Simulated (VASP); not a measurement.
CoO:

```xyz
2
Lattice="1.6022 0.9250 2.5665 -1.6022 0.9250 2.5665 0.0000 -1.8501 2.5665" Properties=species:S:1:pos:R:3 pbc="T T T"
Co    0.0000    0.0000    7.6915
O     0.0000    0.0000    5.7824
```

Base run:

| Property | Result |
| --- | --- |
| Program | VASP 6.6.1 |
| Functional | PBE |
| Potentials or basis | VASP PAW PBE potentials, release 64 (Co_sv, O) |
| Cutoff | 600 eV |
| k mesh | 9 × 9 × 9 |
| Occupations | fermi-dirac, width 0.05 eV |
| Spin | collinear spin, ferromagnetic start |
| Starting moments | [4.0, 0.0] μB |
| Fixed moment | 4 μB |

Its results: pressure 13.2 GPa; site moments Co +2.88; O +0.60 μB; largest force 0.347 eV/Å.

Task: The run is repeated on the same cell with these changes: fixed moment from 4 μB to 3 μB; moments at the start from [4.0, 0.0] to [3.0, 0.0]. What comes out?

Result: Pressure 0.2 GPa; site moments Co +2.49; O +0.35 μB; largest force 0.304 eV/Å.

Caveats: the total moment is fixed, so each spin has its own Fermi level; a cell with one magnetic atom can't hold antiferromagnetic order, which such compounds often take; the cell stands under pressure (at least some runs).
